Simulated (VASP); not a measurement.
# Al (Fm-3m) in VASP: further runs

The runs below take Al through single point, with PBEsol.

Everything below comes from runs of VASP 6.6.1. Logs are shortened: lines on timing, memory, paths and dates and some standing lists are left out, and cuts for length are marked.

## (1) The cell of the first run

The structure is cubic, space group Fm-3m (No. 225). Conventional cell: a = 4.075 Å, b = 4.075 Å, c = 4.075 Å, α = 90.00°, β = 90.00°, γ = 90.00°. Al (site symmetry m-3m) has 12 Al at 2.88 Å within 3.8 Å.

## (2) Single point, PBEsol (volume scaled by 1.02)

Contents of INCAR:

```
SYSTEM = Al
PREC = Accurate
ENCUT = 520
EDIFF = 1E-6
ISMEAR = -1
SIGMA = 0.05
LREAL = .FALSE.
LASPH = .TRUE.
NELM = 60
ALGO = Normal
ISIF = 2
LWAVE = .FALSE.
LCHARG = .TRUE.
GGA = PS
LELF = .TRUE.
LVHAR = .TRUE.
NBANDS = 8
```

Contents of KPOINTS:

```
Automatic mesh
0
G
  14 14 14
  0 0 0
```

Contents of POSCAR:

```
Al
1.0
    0.0000000000      2.0373842317      2.0373842317
    2.0373842317      0.0000000000      2.0373842317
    2.0373842317      2.0373842317      0.0000000000
Al
1
Direct
    0.0000000000      0.0000000000      0.0000000000
```

Potentials or basis: VASP PAW PBE potentials, release 64 (Al).

Run with:

```sh
cat potpaw_PBE.64/Al/POTCAR > POTCAR
mpirun -np 1 vasp_std > vasp.out
```

OUTCAR:

```text
SYSTEM = Al
   PREC = Accurate
   ENCUT = 520
   EDIFF = 1E-6
   ISMEAR = -1
   LREAL = .FALSE.
   LASPH = .TRUE.
   NELM = 60
   ISIF = 2
   GGA = PS

 ion  position               nearest neighbor table
   1  0.000  0.000  0.000-

  LATTYP: Found a face centered cubic cell.
 ALAT       =     4.0747684634

  Lattice vectors:

 A1 = (   0.0000000000,   2.0373842317,   2.0373842317)
 A2 = (   2.0373842317,   0.0000000000,   2.0373842317)
 A3 = (   2.0373842317,   2.0373842317,   0.0000000000)

Analysis of symmetry for initial positions (statically):
[... 5 lines left out ...]
 face centered cubic supercell.

 Subroutine GETGRP returns: Found 48 space group operations
 (whereof 48 operations were pure point group operations)
 out of a pool of 48 trial point group operations.

The static configuration has the point symmetry O_h .

Analysis of symmetry for dynamics (positions and initial velocities):
[... 5 lines left out ...]
 face centered cubic supercell.

 Subroutine GETGRP returns: Found 48 space group operations
 (whereof 48 operations were pure point group operations)
 out of a pool of 48 trial point group operations.

The dynamic configuration has the point symmetry O_h .

 Subroutine INISYM returns: Found 48 space group operations
 (whereof 48 operations are pure point group operations),
 and found     1 'primitive' translations

----------------------------------------------------------------------------------------

                                     Primitive cell

  volume of cell :      16.9141

  direct lattice vectors                    reciprocal lattice vectors
     0.000000000  2.037384232  2.037384232    -0.245412717  0.245412717  0.245412717
     2.037384232  0.000000000  2.037384232     0.245412717 -0.245412717  0.245412717
     2.037384232  2.037384232  0.000000000     0.245412717  0.245412717 -0.245412717

  length of vectors
     2.881296412  2.881296412  2.881296412     0.425067295  0.425067295  0.425067295

  position of ions in fractional coordinates (direct lattice)
     0.000000000  0.000000000  0.000000000

  ion indices of the primitive-cell ions
   primitive index   ion index
                 1           1

----------------------------------------------------------------------------------------

 KPOINTS: Automatic mesh

Automatic generation of k-mesh.
 Grid dimensions read from file:
 generate k-points for:   14   14   14

 Generating k-lattice:
[... 50 lines left out ...]
   NGX,Y,Z   is equivalent  to a cutoff of  13.85, 13.85, 13.85 a.u.
   NGXF,Y,Z  is equivalent  to a cutoff of  27.70, 27.70, 27.70 a.u.
 SYSTEM =  Al
   PREC   = accura    normal or accurate (medium, high low for compatibility)
   ISTART =      0    job   : 0-new  1-cont  2-samecut
   ICHARG =      2    charge: 1-file 2-atom 10-const
   ISPIN  =      1    spin polarized calculation?
   LNONCOLLINEAR =      F non collinear calculations
   LSORBIT =      F    spin-orbit coupling
   LASPH  =      T    aspherical Exc in radial PAW
   ENCUT  =  520.0 eV  38.22 Ry    6.18 a.u.   5.36  5.36  5.36*2*pi/ulx,y,z
   NELM   =     60;   NELMIN=  2; NELMDL= -5     # of ELM steps
   EDIFF  = 0.1E-05   stopping-criterion for ELM
   LREAL  =      F    real-space projection
   EDIFFG = 0.1E-04   stopping-criterion for IOM
   NSW    =      0    number of steps for IOM
   IBRION =     -1    ionic relax: 0-MD 1-quasi-New 2-CG
   NFREE  =      0    steps in history (QN), initial steepest desc. (CG)
   ISIF   =      2    stress and relaxation
   ISYM   =      2    0-nonsym 1-usesym 2-fastsym
   POTIM  = 0.5000    time-step for ionic-motion
   TEBEG  =    0.0;   TEEND  =   0.0 temperature during run
   PSTRESS=    0.0 pullay stress
   NELECT =       3.0000    total number of electrons
   NUPDOWN=      -1.0000    fix difference up-down
   EMIN   =  10.00;   EMAX   =-10.00  energy-range for DOS
[... 5 lines left out ...]
     AMIX     =   0.40;   BMIX     =  1.00
     AMIX_MAG =   1.60;   BMIX_MAG =  1.00
  volume/ion in A,a.u.               =      16.91       114.14
  Fermi-wavevector in a.u.,A,eV,Ry     =   0.919812  1.738192 11.511260  0.846054
  Thomas-Fermi vector in A             =   2.045047
   LORBIT       =      0    0 simple, 1 ext, 2 COOP (PROOUT), +10 PAW based schemes
   GGA     = PS    functional components
   LHFCALC =     F    Hartree Fock is set to
   AEXX    =    0.0000 exact exchange contribution
   IVDW    =     0    specifies the selected vdW correction
   LEPSILON=     F    determine dielectric tensor
   LRPA    =     F    only Hartree local field effects (RPA)
 non-spin polarized calculation
  energy-cutoff  :      520.00
  volume of cell :       16.91
 maximum number of plane-waves:       471
 NGX is ok and might be reduce to    24
   NGX = 11   NGY = 11   NGZ = 11

 number of electron       3.0000000 magnetization

 Free energy of the ion-electron system (eV)
  ---------------------------------------------------
  ext. energy  EPLUGINS =         0.00000000
  ---------------------------------------------------
  free energy    TOTEN  =        -4.07837893 eV

  energy without entropy =       -4.07394256  energy(sigma->0) =       -4.07616074

 E-fermi :   7.6666     XC(G=0): -10.1673

 val. band max:        7.5998092319   @ k =  -0.2857   0.5000   0.2143
 cond. band min:       7.6759761860   @ k =  -0.3571   0.4286   0.2143
 fundamental gap:      0.0761669540
 Fermi energy:         7.6666059199

 k-point     1 :       0.0000    0.0000    0.0000
  band No.  band energies     occupation
      1      -3.2659      2.00000
      2      20.1533      0.00000
      3      20.1533      0.00000
      4      20.1533      0.00000
      5      21.4589      0.00000
      6      21.4589      0.00000
      7      21.4589      0.00000
      8      23.9981      0.00000
[... 243 lines left out ...]
 k-point    24 :       0.2857    0.1429    0.0000
  band No.  band energies     occupation
      1      -1.2785      2.00000
      2      11.9111      0.00000
      3      15.9616      0.00000
      4      17.5235      0.00000
      5      17.8653      0.00000
      6      21.6780      0.00000
      7      25.5566      0.00000
      8      26.1117      0.00000

 [... further k-points ...]
[... 5 lines left out ...]
  --------------------------------------------------------------------------------------
  -------------------------------------------------------------------------------------
  Total       -0.3622259     -0.3622259     -0.3622259      0.0000000      0.0000000      0.0000000
  in kB      -34.3116262    -34.3116262    -34.3116262      0.0000000      0.0000000      0.0000000
  external PRESSURE =     -34.3116262 kB  Pullay stress =       0.0000000 kB

 VOLUME and BASIS-vectors are now :
 -----------------------------------------------------------------------------
  energy-cutoff  :      520.00
  volume of cell :       16.91
      direct lattice vectors                 reciprocal lattice vectors
     0.000000000  2.037384232  2.037384232    -0.245412717  0.245412717  0.245412717
     2.037384232  0.000000000  2.037384232     0.245412717 -0.245412717  0.245412717
     2.037384232  2.037384232  0.000000000     0.245412717  0.245412717 -0.245412717

 POSITION                                       TOTAL-FORCE (eV/Angst)
 -----------------------------------------------------------------------------------
      0.00000      0.00000      0.00000        -0.000000     -0.000000      0.000000
 -----------------------------------------------------------------------------------
    total drift:                                0.000000     -0.000000      0.000000

  FREE ENERGIE OF THE ION-ELECTRON SYSTEM (eV)
  ---------------------------------------------------
  free  energy   TOTEN  =        -4.0783789281 eV

  energy  without entropy=       -4.0739425571  energy(sigma->0) =       -4.07616074
```

OSZICAR:

```text
N       E                     dE             d eps       ncg     rms          rms(c)
DAV:   1    -0.284910378354E+01   -0.28491E+01   -0.80355E+02  1664   0.198E+02
DAV:   2    -0.410061771194E+01   -0.12515E+01   -0.11870E+01  2344   0.179E+01
DAV:   3    -0.410688199646E+01   -0.62643E-02   -0.62618E-02  2208   0.138E+00
DAV:   4    -0.410689712788E+01   -0.15131E-04   -0.15131E-04  2544   0.599E-02
DAV:   5    -0.410689718135E+01   -0.53471E-07   -0.53243E-07  2176   0.195E-03    0.135E+00
DAV:   6    -0.408986021746E+01    0.17037E-01   -0.24400E-03  2160   0.204E-01    0.771E-01
DAV:   7    -0.407839540637E+01    0.11465E-01   -0.66124E-03  2176   0.326E-01    0.161E-01
DAV:   8    -0.407837968718E+01    0.15719E-04   -0.20060E-05  2472   0.310E-02    0.535E-03
DAV:   9    -0.407837892811E+01    0.75907E-06   -0.41445E-07  2272   0.279E-03
   1 F= -.40783789E+01 E0= -.40761607E+01  d E =-.443637E-02
```

It took 20 s on 1 thread of Intel Xeon 8259CL, shared host; peak memory 0.11 GiB.

What came out:

```
Free energy : -4.0784 eV
Pressure    : -3.4 GPa
```

Levels at points of the mesh, in eV from the Fermi level:
```tsv
k point	band 1	band 2	band 3	band 4	band 5
(0.00, 0.00, 0.00)	-10.93	12.49	12.49	12.49	13.79
(0.50, 0.00, 0.00)	-4.47	-4.32	11.16	11.16	11.35
(0.50, 0.50, 0.00)	-2.83	-1.58	5.27	5.50	5.50
```

Caveat: the PAW data sets were made with another functional, which shifts forces and pressure a little.

## (3) Single point, PBEsol (volume scaled by 1.06)

Contents of INCAR:

```
SYSTEM = Al
PREC     = Accurate       ! precision mode
ENCUT    = 520            ! plane-wave cutoff, eV
EDIFF    = 1E-6           ! SCF threshold, eV
ISMEAR   = -1             ! smearing method
SIGMA    = 0.05           ! smearing width, eV
LREAL    = .False.        ! projectors in reciprocal space
LASPH    = .True.         ! aspherical terms in the spheres
NELM     = 100            ! most SCF steps
ALGO     = Normal         ! electronic algorithm
ISIF     = 2              ! what is computed and relaxed
LWAVE    = .False.        ! write WAVECAR
LCHARG   = .False.        ! write CHGCAR
GGA      = PS             ! functional
NBANDS   = 8              ! bands
```

Contents of KPOINTS:

```
regular mesh
0
Gamma
  14 14 14
  0 0 0
```

Contents of POSCAR:

```
Al
1.0
    0.0000000000      2.0636759603      2.0636759603
    2.0636759603      0.0000000000      2.0636759603
    2.0636759603      2.0636759603      0.0000000000
Al
1
Direct
    0.0000000000      0.0000000000      0.0000000000
```

Potentials or basis: VASP PAW PBE potentials, release 64 (Al).

Run with:

```sh
cat potpaw_PBE.64/Al/POTCAR > POTCAR
mpirun -np 1 vasp_std > vasp.out
```

It took 20 s on 1 thread of Intel Xeon 8259CL, shared host; peak memory 0.11 GiB.

Results (log left out):

| Property | Result |
| --- | --- |
| Free energy | -4.0593 eV |
| Pressure | -5.7 GPa |

Levels at points of the mesh, in eV from the Fermi level:
```tsv
k point	band 1	band 2	band 3	band 4	band 5
(0.00, 0.00, 0.00)	-10.68	12.28	12.28	12.28	13.30
(0.50, 0.00, 0.00)	-4.32	-4.27	10.76	10.76	11.17
(0.50, 0.50, 0.00)	-2.74	-1.58	5.26	5.32	5.32
```

Caveat: the PAW data sets were made with another functional, which shifts forces and pressure a little.
